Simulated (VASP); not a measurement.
# Si16O (a cell with a defect) in VASP: single point with LDA

Aim: the single point of Si16O (a cell with a defect) with LDA.

Everything below comes from runs of VASP 6.6.1. Logs are shortened: lines on timing, memory, paths and dates and some standing lists are left out, and cuts for length are marked.

## (1) The cell of the first run

The cell holds a defect, 17 atoms: a = 7.679 Å, b = 7.679 Å, c = 7.679 Å, α = 60.00°, β = 60.00°, γ = 60.00°.

## (2) Single point, LDA, collinear spin, ferromagnetic start

File INCAR:

```
ALGO     = Normal         # electronic algorithm
EDIFF    = 1E-6           # SCF threshold, eV
ENCUT    = 520            # plane-wave cutoff, eV
ISIF     = 2              # what is computed and relaxed
ISMEAR   = -1             # smearing method
ISPIN    = 2              # spin polarisation
LASPH    = True           # aspherical terms in the spheres
LCHARG   = True           # write CHGCAR
LELF     = True           # ELF
LORBIT   = 11             # projections on sites
LREAL    = Auto         
LVHAR    = True         
LWAVE    = False          # write WAVECAR
MAGMOM   = 0 0 0 0 0 0 0 0 0 0 0 0 0 0 0 0 1 # initial moments
NBANDS   = 53             # bands
NELM     = 150            # most SCF steps
PREC     = Accurate       # precision mode
SIGMA    = 0.02           # smearing width, eV
```

File KPOINTS:

```
k-points
0
Gamma
  2 2 2
```

File POSCAR:

```
Si16O
1.0
    0.0000000000      5.4300000000      5.4300000000
    5.4300000000      0.0000000000      5.4300000000
    5.4300000000      5.4300000000      0.0000000000
Si O
16 1
Direct
    0.0092089089      0.0083409809      0.0117318815
    0.1334382912      0.1329070766      0.1357794770
   -0.0226572548     -0.0229719066      0.5526410650
    0.1208181694      0.1205386992      0.6357394424
   -0.0231549214      0.5510010098     -0.0231624682
    0.1210322309      0.6324510107      0.1214124466
    0.0105045594      0.4935931312      0.4945002336
    0.1564896910      0.6062724428      0.6057087092
    0.5514322444     -0.0225689232     -0.0231814173
    0.6332809975      0.1209997799      0.1215460138
    0.4938164603      0.0106247507      0.4946026112
    0.6067603024      0.1565826905      0.6055537676
    0.4940972858      0.4940821950      0.0098354323
    0.6055761166      0.6063097731      0.1559153950
    0.5122249308      0.5125084495      0.5115758832
    0.6366730234      0.6367853765      0.6360805799
    0.8315341642      0.8313589635      0.8314453470
```

Potentials or basis: VASP PAW LDA potentials, release 64 (Si, O).

On the command line:

```
$ cat potpaw_LDA.64/Si/POTCAR potpaw_LDA.64/O/POTCAR > POTCAR
$ mpirun -np 1 vasp_std > vasp.out
```

OUTCAR:

```text
EDIFF = 1E-6
   ENCUT = 520
   ISIF = 2
   ISMEAR = -1
   ISPIN = 2
   LASPH = True
   LORBIT = 11
   LREAL = Auto
   NELM = 150
   PREC = Accurate

 ion  position               nearest neighbor table
   1  0.009  0.008  0.012-   2 2.34   4 2.36  10 2.36   6 2.36
   2  0.133  0.133  0.136-   1 2.34   3 2.62   9 2.63   5 2.63
   3  0.977  0.977  0.553-  17 1.88   4 2.34  12 2.38   8 2.38   2 2.62
   4  0.121  0.121  0.636-   3 2.34  11 2.34   7 2.34   1 2.36
   5  0.977  0.551  0.977-  17 1.89   6 2.34   8 2.38  14 2.38   2 2.63
   6  0.121  0.632  0.121-   5 2.34  13 2.34   7 2.34   1 2.36
   7  0.011  0.494  0.495-   8 2.32   6 2.34   4 2.34  16 2.36
   8  0.156  0.606  0.606-  15 2.25   7 2.32   3 2.38   5 2.38
   9  0.551  0.977  0.977-  17 1.89  10 2.34  12 2.38  14 2.38   2 2.63
  10  0.633  0.121  0.122-   9 2.34  13 2.34  11 2.34   1 2.36
  11  0.494  0.011  0.495-  12 2.32  10 2.34   4 2.34  16 2.36
  12  0.607  0.157  0.606-  15 2.26  11 2.32   3 2.38   9 2.38
  13  0.494  0.494  0.010-  14 2.32   6 2.34  10 2.34  16 2.36
  14  0.606  0.606  0.156-  15 2.25  13 2.32   5 2.38   9 2.38
  15  0.512  0.513  0.512-   8 2.25  14 2.25  12 2.26  16 2.34
  16  0.637  0.637  0.636-  15 2.34  11 2.36  13 2.36   7 2.36
  17  0.832  0.831  0.831-   3 1.88   5 1.89   9 1.89

  LATTYP: Found a face centered cubic cell.
 ALAT       =    10.8600000000

  Lattice vectors:

 A1 = (   0.0000000000,   5.4300000000,   5.4300000000)
 A2 = (   5.4300000000,   0.0000000000,   5.4300000000)
 A3 = (   5.4300000000,   5.4300000000,   0.0000000000)

Analysis of symmetry for initial positions (statically):
=====================================================================
 Subroutine PRICEL returns:
 Original cell was already a primitive cell.

 Routine SETGRP: Setting up the symmetry group for a
 face centered cubic supercell.

 Subroutine GETGRP returns: Found  1 space group operations
 (whereof  1 operations were pure point group operations)
 out of a pool of 48 trial point group operations.

The static configuration has the point symmetry C_1 .

Analysis of symmetry for dynamics (positions and initial velocities):
=====================================================================
 Subroutine PRICEL returns:
 Original cell was already a primitive cell.

 Routine SETGRP: Setting up the symmetry group for a
 face centered cubic supercell.

 Subroutine GETGRP returns: Found  1 space group operations
 (whereof  1 operations were pure point group operations)
 out of a pool of 48 trial point group operations.

The dynamic configuration has the point symmetry C_1 .

Analysis of structural, dynamic, and magnetic symmetry:
=====================================================================
 Subroutine PRICEL returns:
 Original cell was already a primitive cell.

 Routine SETGRP: Setting up the symmetry group for a
 face centered cubic supercell.

 Subroutine GETGRP returns: Found  1 space group operations
 (whereof  1 operations were pure point group operations)
 out of a pool of 48 trial point group operations.

The overall configuration has the point symmetry C_1 .

 Subroutine INISYM returns: Found  1 space group operations
 (whereof  1 operations are pure point group operations),
 and found     1 'primitive' translations

----------------------------------------------------------------------------------------

                                     Primitive cell

  volume of cell :     320.2060

  direct lattice vectors                    reciprocal lattice vectors
     0.000000000  5.430000000  5.430000000    -0.092081031  0.092081031  0.092081031
     5.430000000  0.000000000  5.430000000     0.092081031 -0.092081031  0.092081031
     5.430000000  5.430000000  0.000000000     0.092081031  0.092081031 -0.092081031

  length of vectors
     7.679179644  7.679179644  7.679179644     0.159489025  0.159489025  0.159489025

  position of ions in fractional coordinates (direct lattice)
     0.009208909  0.008340981  0.011731881
     0.133438291  0.132907077  0.135779477
     0.977342745  0.977028093  0.552641065
     0.120818169  0.120538699  0.635739442
     0.976845079  0.551001010  0.976837532
     0.121032231  0.632451011  0.121412447
[... 9 lines left out ...]
     0.636673023  0.636785377  0.636080580
     0.831534164  0.831358964  0.831445347

  ion indices of the primitive-cell ions
   primitive index   ion index
                 1           1
                 2           2
                 3           3
                 4           4
                 5           5
                 6           6
[... 9 lines left out ...]
                16          16
                17          17

[... 25 lines left out ...]

 Following reciprocal coordinates:
            Coordinates               Weight
  0.000000  0.000000  0.000000      1.000000
  0.500000  0.000000  0.000000      1.000000
  0.000000  0.500000  0.000000      1.000000
  0.000000  0.000000  0.500000      1.000000
  0.500000  0.500000  0.500000      1.000000
  0.500000  0.500000  0.000000      1.000000
  0.000000  0.500000  0.500000      1.000000
  0.500000  0.000000  0.500000      1.000000
   k-points           NKPTS =      8   k-points in BZ     NKDIM =      8   number of bands    NBANDS=     53
   number of dos      NEDOS =    301   number of ions     NIONS =     17
   total plane-waves  NPLWV = 216000
   dimension x,y,z NGX =    60 NGY =   60 NGZ =   60
   dimension x,y,z NGXF=   120 NGYF=  120 NGZF=  120
   ions per type =              16   1
   NGX,Y,Z   is equivalent  to a cutoff of  12.99, 12.99, 12.99 a.u.
   NGXF,Y,Z  is equivalent  to a cutoff of  25.98, 25.98, 25.98 a.u.
 SYSTEM =  unknown system
   PREC   = accura    normal or accurate (medium, high low for compatibility)
   ISTART =      0    job   : 0-new  1-cont  2-samecut
   ICHARG =      2    charge: 1-file 2-atom 10-const
   ISPIN  =      2    spin polarized calculation?
   LNONCOLLINEAR =      F non collinear calculations
   LSORBIT =      F    spin-orbit coupling
   LASPH  =      T    aspherical Exc in radial PAW
   ENCUT  =  520.0 eV  38.22 Ry    6.18 a.u.  14.28 14.28 14.28*2*pi/ulx,y,z
   NELM   =    150;   NELMIN=  2; NELMDL= -5     # of ELM steps
   EDIFF  = 0.1E-05   stopping-criterion for ELM
   LREAL  =      T    real-space projection
   EDIFFG = 0.1E-04   stopping-criterion for IOM
   NSW    =      0    number of steps for IOM
   IBRION =     -1    ionic relax: 0-MD 1-quasi-New 2-CG
   NFREE  =      0    steps in history (QN), initial steepest desc. (CG)
   ISIF   =      2    stress and relaxation
   ISYM   =      2    0-nonsym 1-usesym 2-fastsym
   POTIM  = 0.5000    time-step for ionic-motion
   TEBEG  =    0.0;   TEEND  =   0.0 temperature during run
   PSTRESS=    0.0 pullay stress
   NELECT =      70.0000    total number of electrons
   NUPDOWN=      -1.0000    fix difference up-down
   EMIN   =  10.00;   EMAX   =-10.00  energy-range for DOS
   EFERMI =   0.00;   METHOD = LEGACY
   ISMEAR =    -1;   SIGMA  =   0.02  broadening in eV -4-tet -1-fermi 0-gaus
   EFERMI_NEDOS =   21; number of points for ismear=-14 and -15
   IALGO  =     38    algorithm
   IMIX   =      4    mixing-type and parameters
     AMIX     =   0.40;   BMIX     =  1.00
     AMIX_MAG =   1.60;   BMIX_MAG =  1.00
  volume/ion in A,a.u.               =      18.84       127.11
  Fermi-wavevector in a.u.,A,eV,Ry     =   0.986199  1.863645 13.232857  0.972588
  Thomas-Fermi vector in A             =   2.117562
   LORBIT       =     11    0 simple, 1 ext, 2 COOP (PROOUT), +10 PAW based schemes
   GGA     = CA    functional components
   LHFCALC =     F    Hartree Fock is set to
   AEXX    =    0.0000 exact exchange contribution
   IVDW    =     0    specifies the selected vdW correction
   LEPSILON=     F    determine dielectric tensor
   LRPA    =     F    only Hartree local field effects (RPA)
 spin polarized calculation
  energy-cutoff  :      520.00
  volume of cell :      320.21
 maximum number of plane-waves:      8646
 NGX is ok and might be reduce to    60
   NGX = 29   NGY = 29   NGZ = 29

 number of electron      70.0000000 magnetization       0.0020609

 number of electron      70.0000000 magnetization      -0.0000628

 Free energy of the ion-electron system (eV)
  ---------------------------------------------------
  ext. energy  EPLUGINS =         0.00000000
  ---------------------------------------------------
  free energy    TOTEN  =      -100.21685974 eV

  energy without entropy =     -100.21407392  energy(sigma->0) =     -100.21546683

 E-fermi :   6.2894     XC(G=0):  -9.7521

 val. band max:        6.2217604553   @ k =   0.5000   0.5000   0.5000
 cond. band min:       6.3565669558   @ k =   0.0000   0.0000   0.0000
 fundamental gap:      0.1348065005
 Fermi energy:         6.2894254010

 spin component 1

 k-point     1 :       0.0000    0.0000    0.0000
  band No.  band energies     occupation
      1     -14.2145      1.00000
      2      -5.7880      1.00000
      3      -4.3975      1.00000
      4      -4.3932      1.00000
      5      -3.8452      1.00000
      6      -3.1834      1.00000
[... 389 lines left out ...]
     46      10.2062      0.00000
     47      10.2397      0.00000
 Fermi energy:         6.2894254010

 spin component 2

 k-point     1 :       0.0000    0.0000    0.0000
  band No.  band energies     occupation
      1     -14.2145      1.00000
      2      -5.7880      1.00000
      3      -4.3975      1.00000
      4      -4.3932      1.00000
      5      -3.8452      1.00000
      6      -3.1834      1.00000
[... 389 lines left out ...]
     46      10.2062      0.00000
     47      10.2397      0.00000
 [bands above 47 left out]

------------------------ aborting loop because EDIFF is reached ----------------------------------------

  FORCE on cell =-STRESS in cart. coord.  units (eV):
  Direction    XX          YY          ZZ          XY          YZ          ZX
  --------------------------------------------------------------------------------------
  -------------------------------------------------------------------------------------
  Total        0.2792496      0.3103889      0.2711493      0.3802275      0.3995886      0.3837609
  in kB        1.3972483      1.5530564      1.3567179      1.9024996      1.9993747      1.9201793
  external PRESSURE =       1.4356742 kB  Pullay stress =       0.0000000 kB

 VOLUME and BASIS-vectors are now :
 -----------------------------------------------------------------------------
  energy-cutoff  :      520.00
  volume of cell :      320.21
      direct lattice vectors                 reciprocal lattice vectors
     0.000000000  5.430000000  5.430000000    -0.092081031  0.092081031  0.092081031
     5.430000000  0.000000000  5.430000000     0.092081031 -0.092081031  0.092081031
     5.430000000  5.430000000  0.000000000     0.092081031  0.092081031 -0.092081031

 POSITION                                       TOTAL-FORCE (eV/Angst)
 -----------------------------------------------------------------------------------
      0.10900      0.11371      0.09530         0.012686      0.009162      0.020034
      1.45897      1.46185      1.44626        -0.020445     -0.017559     -0.001001
      8.30610      8.30781     10.61223        -0.005676     -0.002072      0.035490
      4.10659      4.10811      1.31057        -0.024397     -0.027597     -0.020387
      8.29616     10.60850      8.29620         0.026486      0.047339      0.017365
      4.09348      1.31647      4.09141        -0.021739     -0.044813     -0.026037
[... 9 lines left out ...]
      6.91166      6.91105      6.91488         0.002043      0.005293     -0.001139
      9.02903      9.02998      9.02951        -0.000412     -0.010831     -0.015337
 -----------------------------------------------------------------------------------
    total drift:                               -0.001058     -0.000005      0.003904

  FREE ENERGIE OF THE ION-ELECTRON SYSTEM (eV)
  ---------------------------------------------------
  free  energy   TOTEN  =      -100.2168597374 eV

  energy  without entropy=     -100.2140739167  energy(sigma->0) =     -100.21546683

 total charge

# of ion       s       p       d       tot
------------------------------------------
    1        0.752   0.955   0.000   1.707
    2        0.828   0.786   0.000   1.613
    3        0.744   0.890   0.000   1.634
    4        0.752   0.963   0.000   1.714
    5        0.745   0.888   0.000   1.633
    6        0.752   0.962   0.000   1.713
[... 9 lines left out ...]
   16        0.749   0.956   0.000   1.705
   17        1.584   3.452   0.000   5.037
--------------------------------------------------
tot         13.721  18.468   0.000  32.190

 magnetization (x)

# of ion       s       p       d       tot
------------------------------------------
    1       -0.000  -0.000   0.000  -0.000
    2        0.000   0.000   0.000   0.000
    3        0.000  -0.000   0.000  -0.000
    4        0.000   0.000   0.000   0.000
    5        0.000  -0.000   0.000  -0.000
    6        0.000   0.000   0.000   0.000
[... 9 lines left out ...]
   16        0.000  -0.000   0.000  -0.000
   17       -0.000  -0.000   0.000  -0.000
--------------------------------------------------
tot          0.000  -0.000   0.000  -0.000
```

Wall time 4.2 min (1 thread of Intel Xeon 6975P-C (Granite Rapids), shared host); peak memory 0.48 GiB.

Results:

```yaml
Free_energy: -100.2169 eV
Pressure: 0.1 GPa
Largest_force: 0.057 eV/Å
Band_gap_on_the_k_mesh: zero (filled and empty bands overlap)
Net_moment: 0.00 μB per cell
Valence_electrons_inside_the_program's_atomic_spheres: Si 1.71, 1.61, 1.63, 1.73, 1.78 (each value once); O 5.04
```

Forces in eV/Å, atoms in the order of the input:
```
Si   0.013  0.009  0.020
Si  -0.020 -0.018 -0.001
Si  -0.006 -0.002  0.035
Si  -0.024 -0.028 -0.020
Si   0.026  0.047  0.017
Si  -0.022 -0.045 -0.026
Si   0.009  0.010  0.016
Si   0.022  0.001 -0.022
Si   0.032  0.017  0.002
Si  -0.044 -0.026 -0.025
Si   0.006  0.010  0.015
Si   0.012  0.020 -0.020
Si   0.018  0.019  0.002
Si  -0.010 -0.005  0.036
Si  -0.015 -0.006 -0.014
Si   0.002  0.005 -0.001
O    0.000 -0.011 -0.015
```

Levels at points of the mesh, in eV from the Fermi level:
Spin up:
```csv
k point,band 33,band 34,band 35,band 36,band 37,band 38
"(0.00, 0.00, 0.00)",-0.77,-0.32,0.07,0.07,0.37,0.37
"(0.50, 0.00, 0.00)",-1.20,-1.01,-0.80,0.52,0.95,1.02
"(0.00, 0.50, 0.00)",-1.20,-1.01,-0.80,0.52,0.96,1.01
"(0.00, 0.00, 0.50)",-1.21,-1.02,-0.80,0.52,0.95,1.02
"(0.50, 0.50, 0.50)",-1.07,-1.07,-0.07,-0.07,1.02,1.03
"(0.50, 0.50, 0.00)",-1.71,-1.51,-1.05,0.20,0.84,0.95
"(0.00, 0.50, 0.50)",-1.71,-1.51,-1.04,0.20,0.84,0.95
"(0.50, 0.00, 0.50)",-1.71,-1.51,-1.04,0.21,0.85,0.95
```
Spin down:
| k point | band 32 | band 33 | band 34 | band 35 | band 36 | band 37 | band 38 | band 39 |
| --- | --- | --- | --- | --- | --- | --- | --- | --- |
| (0.00, 0.00, 0.00) | -0.77 | -0.77 | -0.32 | 0.07 | 0.07 | 0.37 | 0.37 | 0.50 |
| (0.50, 0.00, 0.00) | -1.55 | -1.20 | -1.01 | -0.80 | 0.52 | 0.95 | 1.02 | 1.26 |
| (0.00, 0.50, 0.00) | -1.55 | -1.20 | -1.01 | -0.80 | 0.52 | 0.96 | 1.01 | 1.25 |
| (0.00, 0.00, 0.50) | -1.54 | -1.21 | -1.02 | -0.80 | 0.52 | 0.95 | 1.02 | 1.26 |
| (0.50, 0.50, 0.50) | -1.53 | -1.07 | -1.07 | -0.07 | -0.07 | 1.02 | 1.03 | 1.03 |
| (0.50, 0.50, 0.00) | -1.74 | -1.71 | -1.51 | -1.05 | 0.20 | 0.84 | 0.95 | 1.99 |
| (0.00, 0.50, 0.50) | -1.75 | -1.71 | -1.51 | -1.04 | 0.20 | 0.84 | 0.95 | 1.99 |
| (0.50, 0.00, 0.50) | -1.75 | -1.71 | -1.51 | -1.04 | 0.21 | 0.85 | 0.95 | 1.99 |

Caveat: the k points lie up to 0.50 Å⁻¹ apart.

The gap in the log of VASP goes by the Fermi energy; the results here count the filled bands.